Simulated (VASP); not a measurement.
# GeF5 (P6/mmm) in VASP: notebook

Runs on GeF5. Level: PBE. Tasks: single point, relaxation of cell and atoms.

Everything below comes from runs of VASP 6.6.1. Logs are shortened: lines on timing, memory, paths and dates and some standing lists are left out, and cuts for length are marked.

### Step 1. The cell of the first run

The structure is hexagonal, space group P6/mmm (No. 191). The conventional cell has a = 6.363 Å, b = 6.363 Å, c = 2.772 Å, α = 90.00°, β = 90.00°, γ = 120.00°. Ge (site symmetry 6/mmm) has 2 Ge at 2.77 Å and 12 F at 3.47 Å within 3.7 Å. F (site symmetry mmm) has 2 F at 1.84 Å within 2.4 Å. F (site symmetry -6m2) has 3 F at 1.84 Å within 2.4 Å.

The cell was built from a structure type or drawn by symmetry, and may not be a known phase.

### Step 2. Single point, PBE

The input, INCAR:

```
PREC = Accurate
ENCUT = 520
EDIFF = 1E-6
ISMEAR = 0
SIGMA = 0.1
LREAL = False
LASPH = True
NELM = 60
ALGO = Normal
ISIF = 2
LWAVE = False
LCHARG = True
GGA = PE
LELF = True
LVHAR = True
NBANDS = 34
```

The input, KPOINTS:

```
Automatic mesh
0
Gamma
  6 6 4
```

The input, POSCAR:

```
GeF5
1.0
    6.3626551468      0.0000000000      0.0000000000
   -3.1813275734      5.5102209926      0.0000000000
    0.0000000000      0.0000000000      2.7724460802
Ge F
1 5
Direct
    0.0000000000      0.0000000000      0.5000000000
    0.5000000000      0.0000000000      0.0000000000
    0.0000000000      0.5000000000      0.0000000000
    0.5000000000      0.5000000000      0.0000000000
    0.3333333333      0.6666666667      0.0000000000
    0.6666666667      0.3333333333      0.0000000000
```

Potentials or basis: VASP PAW PBE potentials, release 64 (Ge_d, F).

Run with:

```sh
$ cat potpaw_PBE.64/Ge_d/POTCAR potpaw_PBE.64/F/POTCAR > POTCAR
$ mpirun -np 1 vasp_std > vasp.out
```

OUTCAR:

```text
PREC = Accurate
   ENCUT = 520
   EDIFF = 1E-6
   ISMEAR = 0
   LREAL = False
   LASPH = True
   NELM = 60
   ISIF = 2
   GGA = PE

 ion  position               nearest neighbor table
   1  0.000  0.000  0.500-
   2  0.500  0.000  0.000-   5 1.84   6 1.84
   3  0.000  0.500  0.000-   5 1.84   6 1.84
   4  0.500  0.500  0.000-   5 1.84   6 1.84
   5  0.333  0.667  0.000-   2 1.84   3 1.84   4 1.84
   6  0.667  0.333  0.000-   2 1.84   3 1.84   4 1.84

  LATTYP: Found a hexagonal cell.
 ALAT       =     6.3626551468
 C/A-ratio  =     0.4357372852

  Lattice vectors:

 A1 = (   6.3626551468,   0.0000000000,   0.0000000000)
 A2 = (  -3.1813275734,   5.5102209926,   0.0000000000)
 A3 = (   0.0000000000,   0.0000000000,   2.7724460802)

Analysis of symmetry for initial positions (statically):
=====================================================================
 Subroutine PRICEL returns:
 Original cell was already a primitive cell.

 Routine SETGRP: Setting up the symmetry group for a
 hexagonal supercell.

 Subroutine GETGRP returns: Found 24 space group operations
 (whereof 24 operations were pure point group operations)
 out of a pool of 24 trial point group operations.

The static configuration has the point symmetry D_6h.

Analysis of symmetry for dynamics (positions and initial velocities):
=====================================================================
 Subroutine PRICEL returns:
 Original cell was already a primitive cell.

 Routine SETGRP: Setting up the symmetry group for a
 hexagonal supercell.

 Subroutine GETGRP returns: Found 24 space group operations
 (whereof 24 operations were pure point group operations)
 out of a pool of 24 trial point group operations.

The dynamic configuration has the point symmetry D_6h.

 Subroutine INISYM returns: Found 24 space group operations
 (whereof 24 operations are pure point group operations),
 and found     1 'primitive' translations

----------------------------------------------------------------------------------------

                                     Primitive cell

  volume of cell :      97.2010

  direct lattice vectors                    reciprocal lattice vectors
     6.362655147  0.000000000  0.000000000     0.157167091  0.090740462  0.000000000
    -3.181327573  5.510220993  0.000000000     0.000000000  0.181480925  0.000000000
     0.000000000  0.000000000  2.772446080     0.000000000  0.000000000  0.360692317

  length of vectors
     6.362655147  6.362655147  2.772446080     0.181480925  0.181480925  0.360692317

  position of ions in fractional coordinates (direct lattice)
     0.000000000  0.000000000  0.500000000
     0.500000000  0.000000000  0.000000000
     0.000000000  0.500000000  0.000000000
     0.500000000  0.500000000  0.000000000
     0.333333333  0.666666667  0.000000000
     0.666666667  0.333333333  0.000000000

  ion indices of the primitive-cell ions
   primitive index   ion index
                 1           1
                 2           2
                 3           3
                 4           4
                 5           5
                 6           6

----------------------------------------------------------------------------------------

 KPOINTS: Automatic mesh

Automatic generation of k-mesh.
 Grid dimensions read from file:
 generate k-points for:    6    6    4

 Generating k-lattice:

  Cartesian coordinates                     Fractional coordinates (reciprocal lattice)
     0.026194515  0.015123410  0.000000000     0.166666667  0.000000000  0.000000000
     0.000000000  0.030246821  0.000000000     0.000000000  0.166666667  0.000000000
     0.000000000  0.000000000  0.090173079     0.000000000  0.000000000  0.250000000

  Length of vectors
     0.030246821  0.030246821  0.090173079

  Shift w.r.t. Gamma in fractional coordinates (k-lattice)
     0.000000000  0.000000000  0.000000000

 Subroutine IBZKPT returns following result:
 ===========================================

 Found     21 irreducible k-points:

 Following reciprocal coordinates:
            Coordinates               Weight
  0.000000  0.000000  0.000000      1.000000
  0.166667 -0.000000  0.000000      6.000000
  0.333333  0.000000  0.000000      6.000000
  0.500000 -0.000000  0.000000      3.000000
  0.166667  0.166667  0.000000      6.000000
  0.333333  0.166667  0.000000     12.000000
[... 13 lines left out ...]
  0.333333  0.166667  0.500000     12.000000
  0.333333  0.333333  0.500000      2.000000
   k-points           NKPTS =     21   k-points in BZ     NKDIM =     21   number of bands    NBANDS=     34
   number of dos      NEDOS =    301   number of ions     NIONS =      6
   total plane-waves  NPLWV =  55296
   dimension x,y,z NGX =    48 NGY =   48 NGZ =   24
   dimension x,y,z NGXF=    96 NGYF=   96 NGZF=   48
   ions per type =               1   5
   NGX,Y,Z   is equivalent  to a cutoff of  12.54, 12.54, 14.39 a.u.
   NGXF,Y,Z  is equivalent  to a cutoff of  25.08, 25.08, 28.78 a.u.
 SYSTEM =  unknown system
   PREC   = accura    normal or accurate (medium, high low for compatibility)
   ISTART =      0    job   : 0-new  1-cont  2-samecut
   ICHARG =      2    charge: 1-file 2-atom 10-const
   ISPIN  =      1    spin polarized calculation?
   LNONCOLLINEAR =      F non collinear calculations
   LSORBIT =      F    spin-orbit coupling
   LASPH  =      T    aspherical Exc in radial PAW
   ENCUT  =  520.0 eV  38.22 Ry    6.18 a.u.  11.83 11.83  5.15*2*pi/ulx,y,z
   NELM   =     60;   NELMIN=  2; NELMDL= -5     # of ELM steps
   EDIFF  = 0.1E-05   stopping-criterion for ELM
   LREAL  =      F    real-space projection
   EDIFFG = 0.1E-04   stopping-criterion for IOM
   NSW    =      0    number of steps for IOM
   IBRION =     -1    ionic relax: 0-MD 1-quasi-New 2-CG
   NFREE  =      0    steps in history (QN), initial steepest desc. (CG)
   ISIF   =      2    stress and relaxation
   ISYM   =      2    0-nonsym 1-usesym 2-fastsym
   POTIM  = 0.5000    time-step for ionic-motion
   TEBEG  =    0.0;   TEEND  =   0.0 temperature during run
   PSTRESS=    0.0 pullay stress
   NELECT =      49.0000    total number of electrons
   NUPDOWN=      -1.0000    fix difference up-down
   EMIN   =  10.00;   EMAX   =-10.00  energy-range for DOS
   EFERMI =   0.00;   METHOD = LEGACY
   ISMEAR =     0;   SIGMA  =   0.10  broadening in eV -4-tet -1-fermi 0-gaus
   EFERMI_NEDOS =   21; number of points for ismear=-14 and -15
   IALGO  =     38    algorithm
   IMIX   =      4    mixing-type and parameters
     AMIX     =   0.40;   BMIX     =  1.00
     AMIX_MAG =   1.60;   BMIX_MAG =  1.00
  volume/ion in A,a.u.               =      16.20       109.32
  Fermi-wavevector in a.u.,A,eV,Ry     =   1.302917  2.462156 23.097144  1.697592
  Thomas-Fermi vector in A             =   2.433953
   LORBIT       =      0    0 simple, 1 ext, 2 COOP (PROOUT), +10 PAW based schemes
   GGA     = PE    functional components
   LHFCALC =     F    Hartree Fock is set to
   AEXX    =    0.0000 exact exchange contribution
   IVDW    =     0    specifies the selected vdW correction
   LEPSILON=     F    determine dielectric tensor
   LRPA    =     F    only Hartree local field effects (RPA)
 non-spin polarized calculation
 Gauss-broadening in eV      SIGMA  =   0.10
  energy-cutoff  :      520.00
  volume of cell :       97.20
 maximum number of plane-waves:      2628
 NGX is ok and might be reduce to    48
   NGX = 23   NGY = 23   NGZ = 11

 number of electron      49.0000020 magnetization

 Free energy of the ion-electron system (eV)
  ---------------------------------------------------
  ext. energy  EPLUGINS =         0.00000000
  ---------------------------------------------------
  free energy    TOTEN  =       -12.81189002 eV

  energy without entropy =      -12.79916954  energy(sigma->0) =      -12.80552978

 E-fermi :  -0.9898     XC(G=0):  -8.5099

 val. band max:       -1.0074945264   @ k =   0.3333   0.3333   0.2500
 cond. band min:      -0.9719428493   @ k =   0.3333   0.1667   0.0000
 fundamental gap:      0.0355516771
 Fermi energy:        -0.9898491867

 k-point     1 :       0.0000    0.0000    0.0000
  band No.  band energies     occupation
      1     -27.3599      2.00000
      2     -27.3599      2.00000
      3     -27.3365      2.00000
      4     -27.2445      2.00000
      5     -27.2445      2.00000
      6     -24.6677      2.00000
[... 26 lines left out ...]
     33      12.0674      0.00000
     34      12.4094      0.00000

 k-point     2 :       0.1667   -0.0000    0.0000
  band No.  band energies     occupation
      1     -27.3599      2.00000
      2     -27.3599      2.00000
      3     -27.3365      2.00000
      4     -27.2445      2.00000
      5     -27.2445      2.00000
      6     -24.6230      2.00000
[... 26 lines left out ...]
     33      12.1264      0.00000
     34      12.2906      0.00000

 k-point     3 :       0.3333    0.0000    0.0000
  band No.  band energies     occupation
      1     -27.3599      2.00000
      2     -27.3599      2.00000
      3     -27.3365      2.00000
      4     -27.2445      2.00000
      5     -27.2445      2.00000
      6     -24.4994      2.00000
[... 26 lines left out ...]
     33      10.8853      0.00000
     34      12.4679      0.00000

 k-point     4 :       0.5000   -0.0000    0.0000
  band No.  band energies     occupation
      1     -27.3599      2.00000
      2     -27.3599      2.00000
      3     -27.3365      2.00000
      4     -27.2445      2.00000
      5     -27.2445      2.00000
      6     -24.3902      2.00000
[... 26 lines left out ...]
     33       9.9232      0.00000
     34      12.0155      0.00000

 k-point     5 :       0.1667    0.1667    0.0000
  band No.  band energies     occupation
      1     -27.3599      2.00000
      2     -27.3599      2.00000
      3     -27.3365      2.00000
      4     -27.2445      2.00000
      5     -27.2445      2.00000
      6     -24.5370      2.00000
[... 510 lines left out ...]
 k-point    19 :       0.1667    0.1667    0.5000
  band No.  band energies     occupation
      1     -27.3542      2.00000
      2     -27.3542      2.00000
      3     -27.2996      2.00000
      4     -27.2996      2.00000
      5     -27.1708      2.00000
      6     -24.3014      2.00000
[... 26 lines left out ...]
     33      11.4965      0.00000
     34      11.5107      0.00000

 k-point    20 :       0.3333    0.1667    0.5000
  band No.  band energies     occupation
      1     -27.3542      2.00000
      2     -27.3542      2.00000
      3     -27.2996      2.00000
      4     -27.2996      2.00000
      5     -27.1708      2.00000
      6     -24.1587      2.00000
[... 26 lines left out ...]
     33      11.3704      0.00000
     34      11.4588      0.00000

 k-point    21 :       0.3333    0.3333    0.5000
  band No.  band energies     occupation
      1     -27.3542      2.00000
      2     -27.3542      2.00000
      3     -27.2996      2.00000
      4     -27.2996      2.00000
      5     -27.1708      2.00000
      6     -23.9943      2.00000
[... 26 lines left out ...]
     33      11.3567      0.00000
     34      11.3567      0.00000

------------------------ aborting loop because EDIFF is reached ----------------------------------------

  FORCE on cell =-STRESS in cart. coord.  units (eV):
  Direction    XX          YY          ZZ          XY          YZ          ZX
  --------------------------------------------------------------------------------------
  -------------------------------------------------------------------------------------
  Total       -0.1875445     -0.1875445     -0.1915062      0.0000000     -0.0000000     -0.0000000
  in kB       -3.0913238     -3.0913238     -3.1566251      0.0000000     -0.0000000     -0.0000000
  external PRESSURE =      -3.1130909 kB  Pullay stress =       0.0000000 kB

 VOLUME and BASIS-vectors are now :
 -----------------------------------------------------------------------------
  energy-cutoff  :      520.00
  volume of cell :       97.20
      direct lattice vectors                 reciprocal lattice vectors
     6.362655147  0.000000000  0.000000000     0.157167091  0.090740462  0.000000000
    -3.181327573  5.510220993  0.000000000     0.000000000  0.181480925  0.000000000
     0.000000000  0.000000000  2.772446080     0.000000000  0.000000000  0.360692317

 POSITION                                       TOTAL-FORCE (eV/Angst)
 -----------------------------------------------------------------------------------
      0.00000      0.00000      1.38622         0.000000      0.000000      0.000000
      3.18133      0.00000      0.00000         0.000000      0.000000      0.000000
     -1.59066      2.75511      0.00000         0.000000      0.000000      0.000000
      1.59066      2.75511      0.00000         0.000000      0.000000      0.000000
     -0.00000      3.67348      0.00000         0.000000     -0.000000     -0.000000
      3.18133      1.83674      0.00000        -0.000000      0.000000      0.000000
 -----------------------------------------------------------------------------------
    total drift:                               -0.000000      0.000000      0.000000

  FREE ENERGIE OF THE ION-ELECTRON SYSTEM (eV)
  ---------------------------------------------------
  free  energy   TOTEN  =       -12.8118900167 eV

  energy  without entropy=      -12.7991695450  energy(sigma->0) =      -12.80552978
```

It took 1.7 min on 1 thread of Intel Xeon 8259CL, shared host; peak memory 0.24 GiB.

What came out:

- Free energy: -12.8119 eV
- Pressure: -0.3 GPa
- Band gap on the k mesh: zero (an odd number of electrons rules out a gap without spin polarisation)

Levels at points of the mesh, in eV from the Fermi level:
| k point | band 21 | band 22 | band 23 | band 24 | band 25 | band 26 | band 27 | band 28 | band 29 | band 30 |
| --- | --- | --- | --- | --- | --- | --- | --- | --- | --- | --- |
| (0.00, 0.00, 0.00) | -2.07 | -1.61 | -1.61 | -0.65 | 0.28 | 0.28 | 1.07 | 1.07 | 7.63 | 7.86 |
| (0.50, 0.00, 0.00) | -1.61 | -1.14 | -0.87 | -0.55 | -0.39 | 0.10 | 0.30 | 0.94 | 7.85 | 8.39 |
| (0.00, 0.00, 0.50) | -2.68 | -2.68 | -2.32 | -2.15 | -1.45 | 1.10 | 1.10 | 2.36 | 2.36 | 8.39 |
| (0.50, 0.00, 0.50) | -2.23 | -2.19 | -1.87 | -1.81 | -0.28 | 0.30 | 0.99 | 2.43 | 2.56 | 7.74 |

Caveat: the k points lie up to 0.57 Å⁻¹ apart, too coarse for converged energies and pressures of a metal; an odd number of electrons without spin polarisation forces a metal; a magnetic or distorted state may lie lower.

### Step 3. Single point, PBE

This run uses another cell than the first one, of 17.59 Å³/atom.

The input, INCAR:

```
  ALGO = Normal
  EDIFF = 1E-7
  ENCUT = 520
  GGA = PE
  ISIF = 2
  ISMEAR = 0
  LASPH = T
  LCHARG = F
  LREAL = F
  LWAVE = F
  NBANDS = 34
  NELM = 60
  PREC = Accurate
  SIGMA = 0.1
```

The input, KPOINTS:

```
k-points
0
Gamma
  6 6 12
```

Edit POSCAR of step 2 so:

```diff
@@ -2,5 +2,5 @@
 1.0
-    6.3626551468      0.0000000000      0.0000000000
-   -3.1813275734      5.5102209926      0.0000000000
-    0.0000000000      0.0000000000      2.7724460802
+    6.3819833977      0.0000000000      0.0000000000
+   -3.1909916989      5.5269597490      0.0000000000
+    0.0000000000      0.0000000000      2.9914704875
 Ge F
```

Potentials or basis: VASP PAW PBE potentials, release 64 (Ge_d, F).

Run with:

```sh
$ cat potpaw_PBE.64/Ge_d/POTCAR potpaw_PBE.64/F/POTCAR > POTCAR
$ mpirun -np 1 vasp_std > vasp.out
```

Wall time 3 min (1 thread of Intel Xeon 8259CL, shared host); peak memory 0.3 GiB.

Results (log left out):

```
Free energy            : -12.7701 eV
Pressure               : -0.3 GPa
Band gap on the k mesh : zero (an odd number of electrons rules out a gap without spin polarisation)
```

Stress tensor (GPa, compression positive):
```
-0.24  0.00  0.00
 0.00 -0.24  0.00
 0.00  0.00 -0.36
```

Levels at points of the mesh, in eV from the Fermi level:
| k point | band 22 | band 23 | band 24 | band 25 | band 26 | band 27 | band 28 | band 29 |
| --- | --- | --- | --- | --- | --- | --- | --- | --- |
| (0.00, 0.00, 0.00) | -1.85 | -1.85 | -0.84 | 0.61 | 0.61 | 1.06 | 1.06 | 6.21 |
| (0.50, 0.00, 0.00) | -1.35 | -1.07 | -0.38 | -0.17 | 0.37 | 0.46 | 0.93 | 6.20 |
| (0.00, 0.00, 0.50) | -2.33 | -2.25 | -2.17 | -1.32 | 1.06 | 1.06 | 2.03 | 2.03 |
| (0.50, 0.00, 0.50) | -1.89 | -1.77 | -1.66 | -0.31 | 0.27 | 0.96 | 2.10 | 2.22 |

Caveat: an odd number of electrons without spin polarisation forces a metal; a magnetic or distorted state may lie lower.

### Step 4. Single point, PBE

This run uses another cell than the first one, of 17.59 Å³/atom.

The input, INCAR:

```
SYSTEM = GeF5
  PREC = Accurate
  ENCUT = 520
  EDIFF = 1E-6
  ISMEAR = 0
  SIGMA = 0.1
  LREAL = .False.
  LASPH = .True.
  NELM = 80
  ALGO = Normal
  ISIF = 2
  LWAVE = .False.
  LCHARG = .False.
  GGA = PE
  NBANDS = 34
```

The input, KPOINTS:

```
Automatic mesh
0
Gamma
  6 6 12
  0 0 0
```

POSCAR is that of step 3.

Run with:

```sh
$ cat potpaw_PBE.64/Ge_d/POTCAR potpaw_PBE.64/F/POTCAR > POTCAR
$ mpirun -np 1 vasp_std > vasp.out
```

Wall time 2.7 min (1 thread of Intel Xeon 8259CL, shared host); peak memory 0.3 GiB.

The run converged. Its results:

```yaml
Free_energy: -12.7701 eV
Pressure: -0.3 GPa
Band_gap_on_the_k_mesh: zero (an odd number of electrons rules out a gap without spin polarisation)
```

Stress tensor (GPa, compression positive):
```
-0.25  0.00  0.00
 0.00 -0.25  0.00
 0.00  0.00 -0.38
```

Levels at points of the mesh, in eV from the Fermi level:
```csv
k point,band 22,band 23,band 24,band 25,band 26,band 27,band 28,band 29
"(0.00, 0.00, 0.00)",-1.85,-1.85,-0.84,0.61,0.61,1.06,1.06,6.21
"(0.50, 0.00, 0.00)",-1.35,-1.07,-0.38,-0.17,0.37,0.46,0.93,6.20
"(0.00, 0.00, 0.50)",-2.33,-2.25,-2.17,-1.32,1.06,1.06,2.03,2.03
"(0.50, 0.00, 0.50)",-1.89,-1.77,-1.66,-0.31,0.27,0.96,2.10,2.22
```

Caveat: an odd number of electrons without spin polarisation forces a metal; a magnetic or distorted state may lie lower.

[end of part 1 of 2]
